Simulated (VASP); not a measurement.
# Ta (Im-3m) in VASP: further runs

The runs below take Ta through single point, relaxation of cell and atoms, with LDA.

All numbers are computed with VASP 6.6.1; they aren't measurements. Logs are shortened: lines on timing, memory, paths and dates and some standing lists are left out, and cuts for length are marked.

**1. The cell of the first run**

It takes space group Im-3m (No. 229, cubic). Conventional cell: a = 3.253 Å, b = 3.253 Å, c = 3.253 Å, α = 90.00°, β = 90.00°, γ = 90.00°. Within 3.7 Å of Ta (site symmetry m-3m) lie 14 Ta at 2.82 to 3.25 Å.

**2. Single point, LDA**

File INCAR:

```
PREC = Accurate
ENCUT = 520
EDIFF = 1E-6
ISMEAR = -1
SIGMA = 0.08
LREAL = F
LASPH = T
NELM = 100
ALGO = Normal
ISIF = 2
LWAVE = F
LCHARG = T
LELF = T
LVHAR = T
NBANDS = 12
```

File KPOINTS:

```
regular mesh
0
Gamma
  18 18 18
```

File POSCAR:

```
Ta
1.0
   -1.6266100770      1.6266100770      1.6266100770
    1.6266100770     -1.6266100770      1.6266100770
    1.6266100770      1.6266100770     -1.6266100770
Ta
1
Direct
    0.0000000000      0.0000000000      0.0000000000
```

Potentials or basis: VASP PAW LDA potentials, release 64 (Ta_pv).

Run with:

```console
$ cat potpaw_LDA.64/Ta_pv/POTCAR > POTCAR
$ mpirun -np 1 vasp_std > vasp.out
```

OUTCAR:

```text
PREC = Accurate
   ENCUT = 520
   EDIFF = 1E-6
   ISMEAR = -1
   LREAL = F
   LASPH = T
   NELM = 100
   ISIF = 2

 ion  position               nearest neighbor table
   1  0.000  0.000  0.000-

  LATTYP: Found a body centered cubic cell.
 ALAT       =     3.2532201540

  Lattice vectors:

 A1 = (  -1.6266100770,   1.6266100770,   1.6266100770)
 A2 = (   1.6266100770,  -1.6266100770,   1.6266100770)
 A3 = (   1.6266100770,   1.6266100770,  -1.6266100770)

Analysis of symmetry for initial positions (statically):
=====================================================================
 Subroutine PRICEL returns:
 Original cell was already a primitive cell.

 Routine SETGRP: Setting up the symmetry group for a
 body centered cubic supercell.

 Subroutine GETGRP returns: Found 48 space group operations
 (whereof 48 operations were pure point group operations)
 out of a pool of 48 trial point group operations.

The static configuration has the point symmetry O_h .

Analysis of symmetry for dynamics (positions and initial velocities):
=====================================================================
 Subroutine PRICEL returns:
 Original cell was already a primitive cell.

 Routine SETGRP: Setting up the symmetry group for a
 body centered cubic supercell.

 Subroutine GETGRP returns: Found 48 space group operations
 (whereof 48 operations were pure point group operations)
 out of a pool of 48 trial point group operations.

The dynamic configuration has the point symmetry O_h .

 Subroutine INISYM returns: Found 48 space group operations
 (whereof 48 operations are pure point group operations),
 and found     1 'primitive' translations

----------------------------------------------------------------------------------------

                                     Primitive cell

  volume of cell :      17.2151

  direct lattice vectors                    reciprocal lattice vectors
    -1.626610077  1.626610077  1.626610077     0.000000000  0.307387743  0.307387743
     1.626610077 -1.626610077  1.626610077     0.307387743  0.000000000  0.307387743
     1.626610077  1.626610077 -1.626610077     0.307387743  0.307387743  0.000000000

  length of vectors
     2.817371297  2.817371297  2.817371297     0.434711915  0.434711915  0.434711915

  position of ions in fractional coordinates (direct lattice)
     0.000000000  0.000000000  0.000000000

  ion indices of the primitive-cell ions
   primitive index   ion index
                 1           1

----------------------------------------------------------------------------------------

 KPOINTS: regular mesh

Automatic generation of k-mesh.
 Grid dimensions read from file:
 generate k-points for:   18   18   18

 Generating k-lattice:

  Cartesian coordinates                     Fractional coordinates (reciprocal lattice)
     0.000000000  0.017077097  0.017077097     0.055555556  0.000000000  0.000000000
     0.017077097  0.000000000  0.017077097     0.000000000  0.055555556  0.000000000
     0.017077097  0.017077097  0.000000000     0.000000000  0.000000000  0.055555556

  Length of vectors
     0.024150662  0.024150662  0.024150662

  Shift w.r.t. Gamma in fractional coordinates (k-lattice)
     0.000000000  0.000000000  0.000000000

 Subroutine IBZKPT returns following result:
 ===========================================

 Found    195 irreducible k-points:

 Following reciprocal coordinates:
            Coordinates               Weight
  0.000000  0.000000  0.000000      1.000000
  0.055556  0.000000  0.000000     12.000000
  0.111111  0.000000  0.000000     12.000000
  0.166667  0.000000  0.000000     12.000000
  0.222222  0.000000  0.000000     12.000000
  0.277778  0.000000  0.000000     12.000000
[... 16 lines left out ...]
  0.333333  0.111111  0.000000     48.000000
  0.388889  0.111111  0.000000     48.000000
 [... further k-points ...]
   k-points           NKPTS =    195   k-points in BZ     NKDIM =    195   number of bands    NBANDS=     12
   number of dos      NEDOS =    301   number of ions     NIONS =      1
   total plane-waves  NPLWV =  13824
   dimension x,y,z NGX =    24 NGY =   24 NGZ =   24
   dimension x,y,z NGXF=    48 NGYF=   48 NGZF=   48
   ions per type =               1
   NGX,Y,Z   is equivalent  to a cutoff of  14.16, 14.16, 14.16 a.u.
   NGXF,Y,Z  is equivalent  to a cutoff of  28.32, 28.32, 28.32 a.u.
 SYSTEM =  unknown system
   PREC   = accura    normal or accurate (medium, high low for compatibility)
   ISTART =      0    job   : 0-new  1-cont  2-samecut
   ICHARG =      2    charge: 1-file 2-atom 10-const
   ISPIN  =      1    spin polarized calculation?
   LNONCOLLINEAR =      F non collinear calculations
   LSORBIT =      F    spin-orbit coupling
   LASPH  =      T    aspherical Exc in radial PAW
   ENCUT  =  520.0 eV  38.22 Ry    6.18 a.u.   5.24  5.24  5.24*2*pi/ulx,y,z
   NELM   =    100;   NELMIN=  2; NELMDL= -5     # of ELM steps
   EDIFF  = 0.1E-05   stopping-criterion for ELM
   LREAL  =      F    real-space projection
   EDIFFG = 0.1E-04   stopping-criterion for IOM
   NSW    =      0    number of steps for IOM
   IBRION =     -1    ionic relax: 0-MD 1-quasi-New 2-CG
   NFREE  =      0    steps in history (QN), initial steepest desc. (CG)
   ISIF   =      2    stress and relaxation
   ISYM   =      2    0-nonsym 1-usesym 2-fastsym
   POTIM  = 0.5000    time-step for ionic-motion
   TEBEG  =    0.0;   TEEND  =   0.0 temperature during run
   PSTRESS=    0.0 pullay stress
   NELECT =      11.0000    total number of electrons
   NUPDOWN=      -1.0000    fix difference up-down
   EMIN   =  10.00;   EMAX   =-10.00  energy-range for DOS
   EFERMI =   0.00;   METHOD = LEGACY
   ISMEAR =    -1;   SIGMA  =   0.08  broadening in eV -4-tet -1-fermi 0-gaus
   EFERMI_NEDOS =   21; number of points for ismear=-14 and -15
   IALGO  =     38    algorithm
   IMIX   =      4    mixing-type and parameters
     AMIX     =   0.40;   BMIX     =  1.00
     AMIX_MAG =   1.60;   BMIX_MAG =  1.00
  volume/ion in A,a.u.               =      17.22       116.17
  Fermi-wavevector in a.u.,A,eV,Ry     =   1.410054  2.664615 27.051797  1.988251
  Thomas-Fermi vector in A             =   2.532047
   LORBIT       =      0    0 simple, 1 ext, 2 COOP (PROOUT), +10 PAW based schemes
   GGA     = CA    functional components
   LHFCALC =     F    Hartree Fock is set to
   AEXX    =    0.0000 exact exchange contribution
   IVDW    =     0    specifies the selected vdW correction
   LEPSILON=     F    determine dielectric tensor
   LRPA    =     F    only Hartree local field effects (RPA)
 non-spin polarized calculation
  energy-cutoff  :      520.00
  volume of cell :       17.22
 maximum number of plane-waves:       478
 NGX is ok and might be reduce to    24
   NGX = 11   NGY = 11   NGZ = 11

 number of electron      11.0000000 magnetization

 Free energy of the ion-electron system (eV)
  ---------------------------------------------------
  ext. energy  EPLUGINS =         0.00000000
  ---------------------------------------------------
  free energy    TOTEN  =       -12.84238601 eV

  energy without entropy =      -12.81682329  energy(sigma->0) =      -12.82960465

 E-fermi :   5.7865     XC(G=0): -13.0268

 val. band max:        5.7838789593   @ k =  -0.2222   0.2222   0.1667
 cond. band min:       5.8021600381   @ k =  -0.2222   0.2222   0.1111
 fundamental gap:      0.0182810788
 Fermi energy:         5.7864872508

 k-point     1 :       0.0000    0.0000    0.0000
  band No.  band energies     occupation
      1     -26.9382      2.00000
      2     -26.9382      2.00000
      3     -26.9382      2.00000
      4      -2.2299      2.00000
      5       6.4491      0.00051
      6       6.4491      0.00051
      7       6.4491      0.00051
      8       9.8711      0.00000
      9       9.8711      0.00000
     10      19.6256      0.00000
     11      21.0664      0.00000
     12      21.0664      0.00000

 k-point     2 :       0.0556    0.0000    0.0000
  band No.  band energies     occupation
      1     -26.9843      2.00000
      2     -26.9522      2.00000
      3     -26.9385      2.00000
      4      -2.0824      2.00000
      5       6.3534      0.00167
      6       6.4238      0.00069
      7       6.5933      0.00008
      8       9.7112      0.00000
      9       9.8709      0.00000
     10      19.6257      0.00000
     11      21.2015      0.00000
     12      21.3213      0.00000

 k-point     3 :       0.1111    0.0000    0.0000
  band No.  band energies     occupation
      1     -27.1153      2.00000
      2     -26.9921      2.00000
      3     -26.9394      2.00000
      4      -1.6567      2.00000
      5       6.0900      0.04404
      6       6.3153      0.00269
      7       7.0212      0.00000
      8       9.3791      0.00000
      9       9.8787      0.00000
     10      19.6254      0.00000
     11      21.5460      0.00000
     12      22.0603      0.00000

 k-point     4 :       0.1667    0.0000    0.0000
  band No.  band energies     occupation
      1     -27.3112      2.00000
      2     -27.0528      2.00000
      3     -26.9408      2.00000
      4      -1.0062      2.00000
      5       5.7170      1.40867
      6       6.0731      0.05409
      7       7.7193      0.00000
      8       9.1550      0.00000
      9       9.9151      0.00000
     10      19.6250      0.00000
     11      21.8681      0.00000
     12      23.2197      0.00000

 k-point     5 :       0.2222    0.0000    0.0000
  band No.  band energies     occupation
      1     -27.5441      2.00000
      2     -27.1263      2.00000
      3     -26.9425      2.00000
      4      -0.2315      2.00000
      5       5.3005      1.99541
      6       5.7654      1.13094
      7       8.6635      0.00000
      8       9.1776      0.00000
      9      10.0020      0.00000
     10      19.6241      0.00000
     11      21.7187      0.00000
     12      23.7425      0.00000
[... 228 lines left out ...]
      1     -27.8145      2.00000
      2     -27.2181      2.00000
      3     -27.0005      2.00000
      4       0.8793      2.00000
      5       4.8823      1.99998
      6       5.2670      1.99698
      7       8.9865      0.00000
      8      10.4046      0.00000
      9      10.5354      0.00000
     10      19.6202      0.00000
     11      21.0523      0.00000
     12      22.7799      0.00000

 k-point    22 :       0.2778    0.1111    0.0000
  band No.  band energies     occupation
      1     -27.9989      2.00000
      2     -27.3044      2.00000
      3     -27.0048      2.00000
      4       1.4057      2.00000
      5       4.5678      2.00000
      6       5.4407      1.97380
      7       9.2882      0.00000
      8      10.6675      0.00000
      9      11.7232      0.00000
     10      19.5920      0.00000
     11      19.9051      0.00000
     12      21.4441      0.00000

 k-point    23 :       0.3333    0.1111    0.0000
  band No.  band energies     occupation
      1     -28.1450      2.00000
      2     -27.3753      2.00000
      3     -27.0079      2.00000
      4       1.6126      2.00000
      5       4.3394      2.00000
      6       6.0041      0.12353
      7       9.5716      0.00000
      8      10.8067      0.00000
      9      13.0285      0.00000
     10      18.8228      0.00000
     11      19.6307      0.00000
     12      20.0613      0.00000

 k-point    24 :       0.3889    0.1111    0.0000
  band No.  band energies     occupation
      1     -28.2385      2.00000
      2     -27.4216      2.00000
      3     -27.0098      2.00000
      4       1.6346      2.00000
      5       4.1991      2.00000
      6       6.6702      0.00003
      7       9.6446      0.00000
      8      11.0205      0.00000
      9      14.0987      0.00000
     10      17.9223      0.00000
     11      19.1733      0.00000
     12      19.6436      0.00000

 [... further k-points ...]

------------------------ aborting loop because EDIFF is reached ----------------------------------------

  FORCE on cell =-STRESS in cart. coord.  units (eV):
  Direction    XX          YY          ZZ          XY          YZ          ZX
  --------------------------------------------------------------------------------------
  -------------------------------------------------------------------------------------
  Total        0.0934625      0.0934625      0.0934625      0.0000000     -0.0000000      0.0000000
  in kB        8.6983628      8.6983628      8.6983628      0.0000000     -0.0000000      0.0000000
  external PRESSURE =       8.6983628 kB  Pullay stress =       0.0000000 kB

 VOLUME and BASIS-vectors are now :
 -----------------------------------------------------------------------------
  energy-cutoff  :      520.00
  volume of cell :       17.22
      direct lattice vectors                 reciprocal lattice vectors
    -1.626610077  1.626610077  1.626610077     0.000000000  0.307387743  0.307387743
     1.626610077 -1.626610077  1.626610077     0.307387743  0.000000000  0.307387743
     1.626610077  1.626610077 -1.626610077     0.307387743  0.307387743  0.000000000

 POSITION                                       TOTAL-FORCE (eV/Angst)
 -----------------------------------------------------------------------------------
      0.00000      0.00000      0.00000        -0.000000      0.000000      0.000000
 -----------------------------------------------------------------------------------
    total drift:                                0.000000      0.000000     -0.000000

  FREE ENERGIE OF THE ION-ELECTRON SYSTEM (eV)
  ---------------------------------------------------
  free  energy   TOTEN  =       -12.8423860148 eV

  energy  without entropy=      -12.8168232881  energy(sigma->0) =      -12.82960465
```

Run time: 21 s. Hardware: 1 thread of Intel Xeon Platinum 8259CL at 2.50GHz (Skylake/Cascade Lake), shared host; peak memory 0.16 GiB.

Results:

```
Free energy            : -12.8424 eV
Pressure               : 0.9 GPa
Band gap on the k mesh : zero (an odd number of electrons rules out a gap without spin polarisation)
```

Caveat: spin-orbit coupling is left out, which moves the levels of the heavy elements.

[end of part 1 of 2]
